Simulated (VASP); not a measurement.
Wanted: the native input for a VASP 6.6.1 run.

| Quantity | Value |
| --- | --- |
| Task | relaxation of shape and atoms at fixed volume |
| Functional | PBE |
| Potentials or basis | VASP PAW PBE potentials, release 64 (Ru_pv) |
| Cutoff | 600 eV |
| k mesh | 17 × 17 × 15 |
| Occupations | fermi-dirac, width 0.05 eV |
| Spin | no spin polarisation |
| Dipole correction | no |
| Further INCAR settings | ALGO = Normal; EDIFF = 1e-07; IBRION = 2; EDIFFG = -0.005; NSW = 50; ISIF = 4 |

The structure of Ru lies in POSCAR:

```
Ru
1.0
    2.4199310031      0.0000000000      0.0000000000
   -1.2099655016      2.0957217241      0.0000000000
    0.0000000000      0.0000000000      2.2242952254
Ru
1
Direct
    0.0000000000      0.0000000000      0.0000000000
```

This isn't the form of Ru at room conditions, which is hcp.

These files were run (other wordings do the same):

INCAR

```
SYSTEM = Ru
PREC = Accurate
ENCUT = 600
EDIFF = 1E-7
ISMEAR = -1
SIGMA = 0.05
LREAL = .False.
LASPH = .True.
NELM = 100
ALGO = Normal
ISIF = 4
LWAVE = .False.
LCHARG = .False.
GGA = PE
IBRION = 2
NSW = 50
EDIFFG = -0.005
```

KPOINTS

```
Automatic mesh
0
Gamma
  17 17 15
  0 0 0
```

Potentials or basis: VASP PAW PBE potentials, release 64 (Ru_pv).

The run is started by

```console
$ cat potpaw_PBE.64/Ru_pv/POTCAR > POTCAR
$ mpirun -np 1 vasp_std > vasp.out
```

Results of the run:

| Property | Result |
| --- | --- |
| Energy gained by relaxing | 2.8 meV/atom |
| Ionic steps | 4 |
| Pressure after relaxing | 139.9 GPa |
| Band gap on the k mesh | zero (bands 7 and 8 overlap by 5.23 eV) |

Wall time 100 s on 1 thread of Intel Xeon 8259CL, with other jobs on the host, peak memory 0.16 GiB.
